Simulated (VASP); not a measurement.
A run of VASP 6.6.1:

The input INCAR:

```
PREC = Accurate
ENCUT = 520
EDIFF = 1E-6
ISMEAR = 0
SIGMA = 0.1
LREAL = False
LASPH = True
NELM = 60
ALGO = Normal
ISIF = 2
LWAVE = False
LCHARG = False
GGA = PE
NBANDS = 35
```

The input KPOINTS:

```
Automatic mesh
0
Gamma
  6 6 2
```

Contents of POSCAR:

```
GaBiSe4
1.0
    4.2152895300      0.0000000000      0.0000000000
   -2.1076447600      3.6505478200      0.0000000000
    0.0000000000      0.0000000000      8.7627462700
Ga Bi Se
1 1 4
Direct
    0.0000000000      0.0000000000      0.5000000000
    0.0000000000      0.0000000000      0.0000000000
    0.3333333300      0.6666666700      0.7432699200
    0.3333333300      0.6666666700      0.2567300800
    0.6666666700      0.3333333300      0.7432699200
    0.6666666700      0.3333333300      0.2567300800
```

Potentials or basis: VASP PAW PBE potentials, release 64 (Ga_d, Bi_d, Se).

Launch:

```sh
$ cat potpaw_PBE.64/Ga_d/POTCAR potpaw_PBE.64/Bi_d/POTCAR potpaw_PBE.64/Se/POTCAR > POTCAR
$ mpirun -np 1 vasp_std > vasp.out
```

Hardware: 1 thread of Intel(R) Xeon(R) 6975P-C (Granite Rapids), with other jobs on the host.

Q: How long does it take, and how much memory?

A: Wall time 27 s on 1 thread of Intel(R) Xeon(R) 6975P-C (Granite Rapids) (shared host), peak memory 0.28 GiB. Counts: scf iterations 14, k points 14.
